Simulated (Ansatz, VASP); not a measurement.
## Hf5C3: VASP beside Ansatz

INCAR

```
SYSTEM = Hf5C3
  PREC = Accurate
  ENCUT = 600
  EDIFF = 1E-6
  ISMEAR = 0
  SIGMA = 0.2
  LREAL = .FALSE.
  LASPH = .TRUE.
  NELM = 100
  ALGO = Normal
  ISIF = 3
  LWAVE = .FALSE.
  LCHARG = .FALSE.
  GGA = PE
  IBRION = 2
  NSW = 36
  EDIFFG = -0.08
```

The input KPOINTS:

```
Automatic mesh
0
G
  3 3 3
  0 0 0
```

File POSCAR:

```
Hf5C3
1.0
    5.3668877800      0.0000000000      0.0000000000
    0.0000000000      5.3668877800      0.0000000000
    0.0000000000      0.0000000000      5.3668877800
Hf C
5 3
Direct
    0.0000000000      0.0000000000      0.0000000000
    0.0000000000      0.5000000000      0.5000000000
    0.5000000000      0.0000000000      0.5000000000
    0.5000000000      0.5000000000      0.0000000000
    0.5000000000      0.5000000000      0.5000000000
    0.5000000000      0.0000000000      0.0000000000
    0.0000000000      0.5000000000      0.0000000000
    0.0000000000      0.0000000000      0.5000000000
```

Input for Ansatz:

```yaml
crystal:
  lattice:
    - [5.36688778, 0.0, 0.0]
    - [0.0, 5.36688778, 0.0]
    - [0.0, 0.0, 5.36688778]
  atoms:
    - { symbol: Hf, position: [0.0, 0.0, 0.0] }
    - { symbol: Hf, position: [0.0, 0.5, 0.5] }
    - { symbol: Hf, position: [0.5, 0.0, 0.5] }
    - { symbol: Hf, position: [0.5, 0.5, 0.0] }
    - { symbol: Hf, position: [0.5, 0.5, 0.5] }
    - { symbol: C, position: [0.5, 0.0, 0.0] }
    - { symbol: C, position: [0.0, 0.5, 0.0] }
    - { symbol: C, position: [0.0, 0.0, 0.5] }
basis:
  ecutwfc: 420
kpoints:
  mp_grid: { grid: [3, 3, 3] }
hamiltonian:
  xc: pbe
scf:
  occupations: { method: gaussian, width: 0.2 }
  lower_state_search: "off"
output:
  forces: true
  stress: true
  eigenvalues: true
relax:
  adjacent_minimum: "off"
  f_tol: 0.08
  max_steps: 16
  cell: { stress_tol: 0.8 }
```

Alike in both runs: task relaxation of cell and atoms; functional PBE; k mesh 3 × 3 × 3; occupations gaussian, width 0.2 eV; no spin polarisation.

|  | VASP | Ansatz |
| --- | --- | --- |
| version | VASP 6.6.1 | Ansatz 0.2.0 |
| potentials or method | VASP PAW PBE potentials, release 64 (Hf_pv, C), cutoff 600 eV | scalar-relativistic, plane waves, PAW |
| valence electrons in the cell | 62 | 142 |

Ansatz gave:

```
gap on the k mesh at the Fermi level, each at its own relaxed structure (eV) : none
relaxed volume (Å³/atom)                                                     : 15.79
relaxed length of the cell vector where the two differ most in proportion (Å)              : 5.017
```

**Question.** Estimate VASP's values.

**Answer.** gap on the k mesh at the Fermi level, each at its own relaxed structure (eV): none; relaxed volume (Å³/atom): 15.68; relaxed length of the cell vector where the two differ most in proportion (Å): 5.006.

A gap of «none» marks a metal or a gap that the smearing closes. VASP's potentials hold 62 valence electrons a cell and Ansatz's 142, so a difference there can come from the potentials and not from the codes.

The k mesh is coarse, so the values compare programs but aren't converged. Spin-orbit coupling is off throughout. Noted on VASP's run: the volume moved by over 15 % at a fixed basis, so the end points are rough.
